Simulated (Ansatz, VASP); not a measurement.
# One calculation of BN, two programs

```
CELL_PARAMETERS angstrom
0.00000 1.78581 1.78581
1.78581 0.00000 1.78581
1.78581 1.78581 0.00000
ATOMIC_POSITIONS crystal
B 0.00000 0.00000 0.00000
N 0.75000 0.75000 0.75000
```

Change from the starting cell: strain -0.015 along x and y, -0.015 along z, atoms carried along.

Alike in both runs: task single point; functional r2SCAN; k mesh 12 × 12 × 12; occupations gaussian, width 0.05 eV; no spin polarisation.

|  | VASP | Ansatz |
| --- | --- | --- |
| version | VASP 6.6.1 | Ansatz 0.2.0 |
| potentials or method | VASP PAW PBE potentials, release 64 (B, N), cutoff 520 eV | scalar-relativistic, plane waves, PAW |
| valence electrons in the cell | 8 | 8 |

|  | VASP | Ansatz | Ansatz less VASP |
| --- | --- | --- | --- |
| gap on the k mesh at the Fermi level (eV) | 5.02 | 5.04 | +0.023 |
| least direct gap on the mesh (eV) | 9.70 | 9.75 | +0.042 |
| pressure (GPa) | 14.5 | 13.2 | -1.24 |

VASP's potentials were made for PBE, not for r2SCAN. The functional is the same, so the differences come from potentials, cutoffs and numerics.
